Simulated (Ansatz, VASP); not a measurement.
# Two plane-wave programs on WC

```
W C
1.0
     2.95199    0.00000    0.00000
    -1.47600    2.55650    0.00000
     0.00000    0.00000    2.76005
W C
1 1
Direct
  0.00000 0.00000 0.00000
  0.66667 0.33333 0.50000
```

Alike in both runs: task single point; functional r2SCAN; k mesh 24 × 24 × 24; occupations gaussian, width 0.15 eV; no spin polarisation.

```csv
,VASP,Ansatz
version,VASP 6.6.1,Ansatz 0.2.0
potentials or method,"VASP PAW PBE potentials, release 64 (W_sv, C), cutoff 520 eV","scalar-relativistic, plane waves, PAW"
valence electrons in the cell,18,18
```

Ansatz gave:

```
gap on the k mesh at the Fermi level (eV)                     : none
pressure (GPa)                                                : 2.3
traceless stress, the component that is largest in VASP (GPa) : 20.73
```

Problem. What did VASP give for the same quantities?

Solution. gap on the k mesh at the Fermi level (eV): none; pressure (GPa): 4.2; traceless stress, the component that is largest in VASP (GPa): 21.04.

VASP's potentials were made for PBE, not for r2SCAN. A gap of «none» marks a metal or a gap that the smearing closes.

Spin-orbit coupling is off throughout.
